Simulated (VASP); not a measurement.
# Ho4Ti (P4/mmm) in VASP: a series of runs

Runs on Ho4Ti. Level: PBE. Tasks: single point.

All numbers are computed with VASP 6.6.1; they aren't measurements. Logs are shortened: lines on timing, memory, paths and dates and some standing lists are left out, and cuts for length are marked.

### 1 The cell of the first run

Symmetry: P4/mmm, No. 123, tetragonal system. Conventional cell: a = 4.900 Å, b = 4.900 Å, c = 6.801 Å, α = 90.00°, β = 90.00°, γ = 90.00°. Ho (site symmetry 2mm) has 2 Ti at 2.98 Å and 6 Ho at 3.40 to 3.46 Å within 3.9 Å. Ti (site symmetry 4/mmm) has 8 Ho at 2.98 Å within 3.9 Å.

The cell was built from a structure type or drawn by symmetry, and may not be a known phase.

### 2 Single point, PBE

INCAR reads:

```
SYSTEM = Ho4Ti
PREC = Accurate ; ENCUT = 500
EDIFF = 1E-6 ; ISMEAR = 0
SIGMA = 0.2 ; LREAL = .FALSE.
LASPH = .TRUE. ; NELM = 200
ALGO = Normal ; ISIF = 2
LWAVE = .FALSE. ; LCHARG = .FALSE.
GGA = PE ; NBANDS = 32
GGA_COMPAT = .FALSE. ; LMAXMIX = 6
```

KPOINTS reads:

```
regular mesh
0
G
  4 4 3
  0 0 0
```

POSCAR reads:

```
Ho4Ti
1.0
    4.8995153353      0.0000000000      0.0000000000
    0.0000000000      4.8995153353      0.0000000000
    0.0000000000      0.0000000000      6.8008349588
Ho Ti
4 1
Direct
    0.0000000000      0.5000000000      0.2500804143
    0.5000000000      0.0000000000      0.2500804143
    0.0000000000      0.5000000000      0.7499195857
    0.5000000000      0.0000000000      0.7499195857
    0.0000000000      0.0000000000      0.5000000000
```

Potentials or basis: VASP PAW PBE potentials, release 64 (Ho_3, Ti_sv), 4f in core.

Command:

```bash
cat potpaw_PBE.64/Ho_3/POTCAR potpaw_PBE.64/Ti_sv/POTCAR > POTCAR
mpirun -np 1 vasp_std > vasp.out
```

OUTCAR:

```text
SYSTEM = Ho4Ti
   PREC = Accurate
   ENCUT = 500
   EDIFF = 1E-6
   ISMEAR = 0
   LREAL = .FALSE.
   LASPH = .TRUE.
   NELM = 200
   ISIF = 2
   GGA = PE

 ion  position               nearest neighbor table
   1  0.000  0.500  0.250-   5 2.98   5 2.98   3 3.40   3 3.40   2 3.46   2 3.46   2 3.46   2 3.46

   2  0.500  0.000  0.250-   5 2.98   5 2.98   4 3.40   4 3.40   1 3.46   1 3.46   1 3.46   1 3.46

   3  0.000  0.500  0.750-   5 2.98   5 2.98   1 3.40   1 3.40   4 3.46   4 3.46   4 3.46   4 3.46

   4  0.500  0.000  0.750-   5 2.98   5 2.98   2 3.40   2 3.40   3 3.46   3 3.46   3 3.46   3 3.46

   5  0.000  0.000  0.500-   1 2.98   2 2.98   3 2.98   4 2.98   1 2.98   3 2.98   2 2.98   4 2.98

  LATTYP: Found a simple tetragonal cell.
 ALAT       =     4.8995153353
 C/A-ratio  =     1.3880627967

  Lattice vectors:

 A1 = (   4.8995153353,   0.0000000000,   0.0000000000)
 A2 = (   0.0000000000,   4.8995153353,   0.0000000000)
 A3 = (   0.0000000000,   0.0000000000,   6.8008349588)

Analysis of symmetry for initial positions (statically):
=====================================================================
 Subroutine PRICEL returns:
 Original cell was already a primitive cell.

 Routine SETGRP: Setting up the symmetry group for a
 simple tetragonal supercell.

 Subroutine GETGRP returns: Found 16 space group operations
 (whereof 16 operations were pure point group operations)
 out of a pool of 16 trial point group operations.

The static configuration has the point symmetry D_4h.

Analysis of symmetry for dynamics (positions and initial velocities):
=====================================================================
 Subroutine PRICEL returns:
 Original cell was already a primitive cell.

 Routine SETGRP: Setting up the symmetry group for a
 simple tetragonal supercell.

 Subroutine GETGRP returns: Found 16 space group operations
 (whereof 16 operations were pure point group operations)
 out of a pool of 16 trial point group operations.

The dynamic configuration has the point symmetry D_4h.

 Subroutine INISYM returns: Found 16 space group operations
 (whereof 16 operations are pure point group operations),
 and found     1 'primitive' translations

----------------------------------------------------------------------------------------

                                     Primitive cell

  volume of cell :     163.2557

  direct lattice vectors                    reciprocal lattice vectors
     4.899515335  0.000000000  0.000000000     0.204101821  0.000000000  0.000000000
     0.000000000  4.899515335  0.000000000     0.000000000  0.204101821  0.000000000
     0.000000000  0.000000000  6.800834959     0.000000000  0.000000000  0.147040769

  length of vectors
     4.899515335  4.899515335  6.800834959     0.204101821  0.204101821  0.147040769

  position of ions in fractional coordinates (direct lattice)
     0.000000000  0.500000000  0.250080414
     0.500000000  0.000000000  0.250080414
     0.000000000  0.500000000  0.749919586
     0.500000000  0.000000000  0.749919586
     0.000000000  0.000000000  0.500000000

  ion indices of the primitive-cell ions
   primitive index   ion index
                 1           1
                 2           2
                 3           3
                 4           4
                 5           5

----------------------------------------------------------------------------------------

 KPOINTS: regular mesh

Automatic generation of k-mesh.
 Grid dimensions read from file:
 generate k-points for:    4    4    3

 Generating k-lattice:

  Cartesian coordinates                     Fractional coordinates (reciprocal lattice)
     0.051025455  0.000000000  0.000000000     0.250000000  0.000000000  0.000000000
     0.000000000  0.051025455  0.000000000     0.000000000  0.250000000  0.000000000
     0.000000000  0.000000000  0.049013590     0.000000000  0.000000000  0.333333333

  Length of vectors
     0.051025455  0.051025455  0.049013590

  Shift w.r.t. Gamma in fractional coordinates (k-lattice)
     0.000000000  0.000000000  0.000000000

 Subroutine IBZKPT returns following result:
 ===========================================

 Found     12 irreducible k-points:

 Following reciprocal coordinates:
            Coordinates               Weight
  0.000000  0.000000  0.000000      1.000000
  0.250000  0.000000  0.000000      4.000000
  0.500000  0.000000  0.000000      2.000000
  0.250000  0.250000  0.000000      4.000000
  0.500000  0.250000  0.000000      4.000000
  0.500000  0.500000  0.000000      1.000000
  0.000000  0.000000  0.333333      2.000000
  0.250000  0.000000  0.333333      8.000000
  0.500000  0.000000  0.333333      4.000000
  0.250000  0.250000  0.333333      8.000000
  0.500000  0.250000  0.333333      8.000000
  0.500000  0.500000  0.333333      2.000000
   k-points           NKPTS =     12   k-points in BZ     NKDIM =     12   number of bands    NBANDS=     32
   number of dos      NEDOS =    301   number of ions     NIONS =      5
   total plane-waves  NPLWV =  64800
   dimension x,y,z NGX =    36 NGY =   36 NGZ =   50
   dimension x,y,z NGXF=    72 NGYF=   72 NGZF=  100
   ions per type =               4   1
   NGX,Y,Z   is equivalent  to a cutoff of  12.22, 12.22, 12.22 a.u.
   NGXF,Y,Z  is equivalent  to a cutoff of  24.43, 24.43, 24.44 a.u.
 SYSTEM =  Ho4Ti
   PREC   = accura    normal or accurate (medium, high low for compatibility)
   ISTART =      0    job   : 0-new  1-cont  2-samecut
   ICHARG =      2    charge: 1-file 2-atom 10-const
   ISPIN  =      1    spin polarized calculation?
   LNONCOLLINEAR =      F non collinear calculations
   LSORBIT =      F    spin-orbit coupling
   LASPH  =      T    aspherical Exc in radial PAW
   ENCUT  =  500.0 eV  36.75 Ry    6.06 a.u.   8.93  8.93 12.40*2*pi/ulx,y,z
   NELM   =    200;   NELMIN=  2; NELMDL= -5     # of ELM steps
   EDIFF  = 0.1E-05   stopping-criterion for ELM
   LREAL  =      F    real-space projection
   EDIFFG = 0.1E-04   stopping-criterion for IOM
   NSW    =      0    number of steps for IOM
   IBRION =     -1    ionic relax: 0-MD 1-quasi-New 2-CG
   NFREE  =      0    steps in history (QN), initial steepest desc. (CG)
   ISIF   =      2    stress and relaxation
   ISYM   =      2    0-nonsym 1-usesym 2-fastsym
   POTIM  = 0.5000    time-step for ionic-motion
   TEBEG  =    0.0;   TEEND  =   0.0 temperature during run
   PSTRESS=    0.0 pullay stress
   NELECT =      48.0000    total number of electrons
   NUPDOWN=      -1.0000    fix difference up-down
   EMIN   =  10.00;   EMAX   =-10.00  energy-range for DOS
   EFERMI =   0.00;   METHOD = LEGACY
   ISMEAR =     0;   SIGMA  =   0.20  broadening in eV -4-tet -1-fermi 0-gaus
   EFERMI_NEDOS =   21; number of points for ismear=-14 and -15
   IALGO  =     38    algorithm
   IMIX   =      4    mixing-type and parameters
     AMIX     =   0.40;   BMIX     =  1.00
     AMIX_MAG =   1.60;   BMIX_MAG =  1.00
  volume/ion in A,a.u.               =      32.65       220.34
  Fermi-wavevector in a.u.,A,eV,Ry     =   1.088594  2.057143 16.123392  1.185036
  Thomas-Fermi vector in A             =   2.224778
   LORBIT       =      0    0 simple, 1 ext, 2 COOP (PROOUT), +10 PAW based schemes
   GGA     = PE    functional components
   LHFCALC =     F    Hartree Fock is set to
   AEXX    =    0.0000 exact exchange contribution
   IVDW    =     0    specifies the selected vdW correction
   LEPSILON=     F    determine dielectric tensor
   LRPA    =     F    only Hartree local field effects (RPA)
 non-spin polarized calculation
 Gauss-broadening in eV      SIGMA  =   0.20
  energy-cutoff  :      500.00
  volume of cell :      163.26
 maximum number of plane-waves:      4192
 NGX is ok and might be reduce to    36
   NGX = 17   NGY = 17   NGZ = 25

 number of electron      48.0000016 magnetization

 Free energy of the ion-electron system (eV)
  ---------------------------------------------------
  ext. energy  EPLUGINS =         0.00000000
  ---------------------------------------------------
  free energy    TOTEN  =       -22.55960495 eV

  energy without entropy =      -22.39660332  energy(sigma->0) =      -22.47810413

 E-fermi :   2.6778     XC(G=0):  -9.3712

 val. band max:        2.6422803142   @ k =   0.0000   0.0000   0.3333
 cond. band min:       2.7150005260   @ k =   0.2500   0.0000   0.3333
 fundamental gap:      0.0727202118
 Fermi energy:         2.6778019161

 k-point     1 :       0.0000    0.0000    0.0000
  band No.  band energies     occupation
      1     -53.6816      2.00000
      2     -29.9952      2.00000
      3     -29.9657      2.00000
      4     -29.9657      2.00000
      5     -21.7030      2.00000
      6     -21.6054      2.00000
[... 24 lines left out ...]
     31       5.1861      0.00000
     32       5.2479      0.00000

 k-point     2 :       0.2500    0.0000    0.0000
  band No.  band energies     occupation
      1     -53.6816      2.00000
      2     -29.9968      2.00000
      3     -29.9656      2.00000
      4     -29.9648      2.00000
      5     -21.6858      2.00000
      6     -21.6165      2.00000
[... 24 lines left out ...]
     31       4.3117      0.00000
     32       4.6937      0.00000

 k-point     3 :       0.5000    0.0000    0.0000
  band No.  band energies     occupation
      1     -53.6816      2.00000
      2     -29.9983      2.00000
      3     -29.9654      2.00000
      4     -29.9638      2.00000
      5     -21.6536      2.00000
      6     -21.6419      2.00000
[... 24 lines left out ...]
     31       3.7973      0.00000
     32       4.7705      0.00000

 k-point     4 :       0.2500    0.2500    0.0000
  band No.  band energies     occupation
      1     -53.6816      2.00000
      2     -29.9984      2.00000
      3     -29.9647      2.00000
      4     -29.9646      2.00000
      5     -21.6728      2.00000
      6     -21.6375      2.00000
[... 24 lines left out ...]
     31       4.4138      0.00000
     32       4.5668      0.00000

 k-point     5 :       0.5000    0.2500    0.0000
  band No.  band energies     occupation
      1     -53.6816      2.00000
      2     -30.0000      2.00000
      3     -29.9645      2.00000
      4     -29.9637      2.00000
      5     -21.6476      2.00000
      6     -21.6414      2.00000
[... 24 lines left out ...]
     31       4.6976      0.00000
     32       4.7988      0.00000

 k-point     6 :       0.5000    0.5000    0.0000
  band No.  band energies     occupation
      1     -53.6816      2.00000
      2     -30.0016      2.00000
      3     -29.9636      2.00000
      4     -29.9636      2.00000
      5     -21.6922      2.00000
      6     -21.6409      2.00000
[... 24 lines left out ...]
     31       4.9907      0.00000
     32       5.3372      0.00000

 k-point     7 :       0.0000    0.0000    0.3333
  band No.  band energies     occupation
      1     -53.6815      2.00000
      2     -29.9952      2.00000
      3     -29.9657      2.00000
      4     -29.9657      2.00000
      5     -21.5941      2.00000
      6     -21.5941      2.00000
[... 24 lines left out ...]
     31       4.3980      0.00000
     32       4.7415      0.00000

 k-point     8 :       0.2500    0.0000    0.3333
  band No.  band energies     occupation
      1     -53.6816      2.00000
      2     -29.9968      2.00000
      3     -29.9655      2.00000
      4     -29.9647      2.00000
      5     -21.5720      2.00000
      6     -21.5520      2.00000
[... 24 lines left out ...]
     31       4.2380      0.00000
     32       4.9826      0.00000

 k-point     9 :       0.5000    0.0000    0.3333
  band No.  band energies     occupation
      1     -53.6816      2.00000
      2     -29.9984      2.00000
      3     -29.9654      2.00000
      4     -29.9638      2.00000
      5     -21.5417      2.00000
      6     -21.5337      2.00000
[... 24 lines left out ...]
     31       3.9264      0.00000
     32       4.9682      0.00000

 k-point    10 :       0.2500    0.2500    0.3333
  band No.  band energies     occupation
      1     -53.6816      2.00000
      2     -29.9984      2.00000
      3     -29.9646      2.00000
      4     -29.9646      2.00000
      5     -21.6241      2.00000
      6     -21.5957      2.00000
[... 24 lines left out ...]
     31       4.2229      0.00000
     32       4.5083      0.00000

 k-point    11 :       0.5000    0.2500    0.3333
  band No.  band energies     occupation
      1     -53.6816      2.00000
      2     -30.0000      2.00000
      3     -29.9645      2.00000
      4     -29.9637      2.00000
      5     -21.6149      2.00000
      6     -21.5866      2.00000
[... 24 lines left out ...]
     31       4.4843      0.00000
     32       4.5438      0.00000

 k-point    12 :       0.5000    0.5000    0.3333
  band No.  band energies     occupation
      1     -53.6816      2.00000
      2     -30.0016      2.00000
      3     -29.9636      2.00000
      4     -29.9636      2.00000
      5     -21.6773      2.00000
      6     -21.6473      2.00000
[... 24 lines left out ...]
     31       4.8862      0.00000
     32       4.8894      0.00000

------------------------ aborting loop because EDIFF is reached ----------------------------------------

  FORCE on cell =-STRESS in cart. coord.  units (eV):
  Direction    XX          YY          ZZ          XY          YZ          ZX
  --------------------------------------------------------------------------------------
  -------------------------------------------------------------------------------------
  Total        0.8142800      0.8142800      0.0665832      0.0000000      0.0000000      0.0000000
  in kB        7.9912712      7.9912712      0.6534415      0.0000000      0.0000000      0.0000000
  external PRESSURE =       5.5453280 kB  Pullay stress =       0.0000000 kB

 VOLUME and BASIS-vectors are now :
 -----------------------------------------------------------------------------
  energy-cutoff  :      500.00
  volume of cell :      163.26
      direct lattice vectors                 reciprocal lattice vectors
     4.899515335  0.000000000  0.000000000     0.204101821  0.000000000  0.000000000
     0.000000000  4.899515335  0.000000000     0.000000000  0.204101821  0.000000000
     0.000000000  0.000000000  6.800834959     0.000000000  0.000000000  0.147040769

 POSITION                                       TOTAL-FORCE (eV/Angst)
 -----------------------------------------------------------------------------------
      0.00000      2.44976      1.70076        -0.000000      0.000000     -0.003451
      2.44976      0.00000      1.70076        -0.000000      0.000000     -0.003451
      0.00000      2.44976      5.10008         0.000000      0.000000      0.003451
      2.44976      0.00000      5.10008         0.000000     -0.000000      0.003451
      0.00000      0.00000      3.40042        -0.000000      0.000000      0.000000
 -----------------------------------------------------------------------------------
    total drift:                                0.000000      0.000000      0.000000

  FREE ENERGIE OF THE ION-ELECTRON SYSTEM (eV)
  ---------------------------------------------------
  free  energy   TOTEN  =       -22.5596049511 eV

  energy  without entropy=      -22.3966033182  energy(sigma->0) =      -22.47810413
```

Wall time 34 s (1 thread of Intel Xeon 6975P-C (Granite Rapids), shared host); peak memory 0.26 GiB.

Results:

| Property | Result |
| --- | --- |
| Free energy | -22.5596 eV |
| Pressure | 0.6 GPa |
| Largest force | 0.003 eV/Å |
| Band gap on the k mesh | zero (bands 24 and 25 overlap by 0.17 eV) |

Forces in eV/Å, atoms in the order of the input:
```
Ho   0.000  0.000 -0.003
Ho   0.000  0.000 -0.003
Ho   0.000  0.000  0.003
Ho   0.000  0.000  0.003
Ti   0.000  0.000  0.000
```

Caveat: spin-orbit coupling is left out, which moves the levels of the heavy elements; the 4f electrons are frozen in the core, so they carry no moment and show no levels. Spin polarisation is off, so any magnetic state and its effect on volume and gap are missing.

[end of part 1 of 2]
